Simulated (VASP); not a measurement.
Set up this calculation in VASP 6.6.1, as the native input.

```yaml
Task: relaxation of shape and atoms at fixed volume
Functional: PBEsol
Dispersion: D3(BJ)
Potentials_or_basis: VASP PAW PBE potentials, release 64 (W_sv, S)
Cutoff: 600 eV
k_mesh: 12 × 12 × 4
Occupations: gaussian, width 0.02 eV
Spin: no spin polarisation
Dipole_correction: no
Further_INCAR_settings: ALGO = Normal; EDIFF = 1e-07; IBRION = 2; EDIFFG = -0.01; NSW = 50; ISIF = 4
```

The structure of WS2 lies in POSCAR:

```
WS2
1.0
    3.0636551909      0.0000000000      0.0000000000
   -1.5318275955      2.6532032238      0.0000000000
    0.0000000000      0.0000000000     11.4377043699
W S
2 4
Direct
    0.3333333333      0.6666666667      0.2500000000
    0.6666666667      0.3333333333      0.7500000000
    0.3333333333      0.6666666667      0.6137681954
    0.6666666667      0.3333333333      0.1137681954
    0.3333333333      0.6666666667      0.8862318046
    0.6666666667      0.3333333333      0.3862318046
```

These files were run (other wordings do the same):

INCAR

```
SYSTEM = WS2
PREC = Accurate ; ENCUT = 600
EDIFF = 1E-7 ; ISMEAR = 0
SIGMA = 0.02 ; LREAL = .False.
LASPH = .True. ; NELM = 60
ALGO = Normal ; ISIF = 4
LWAVE = .False. ; LCHARG = .False.
GGA = PS ; IVDW = 12
IBRION = 2 ; NSW = 50
EDIFFG = -0.01
```

KPOINTS

```
regular mesh
0
Gamma
  12 12 4
  0 0 0
```

Potentials or basis: VASP PAW PBE potentials, release 64 (W_sv, S).

The run is started by

```console
$ cat potpaw_PBE.64/W_sv/POTCAR potpaw_PBE.64/S/POTCAR > POTCAR
$ mpirun -np 1 vasp_std > vasp.out
```

It gave:

```json
{
  "Energy gained by relaxing": "5.7 meV/atom",
  "Ionic steps": "5",
  "Pressure after relaxing": "5.9 GPa",
  "Largest force after relaxing": "0.003 eV/Å",
  "Band gap on the k mesh": "0.41 eV (least direct gap 1.76 eV)",
  "Dispersion energy per atom": "-0.444 eV"
}
```

Caveat: the PAW data sets were made with another functional, which shifts forces and pressure a little; spin-orbit coupling is left out, which moves the levels of the heavy elements.

It took 14 min on 1 thread of Intel Xeon 8259CL, on a shared host, peak memory 0.35 GiB.
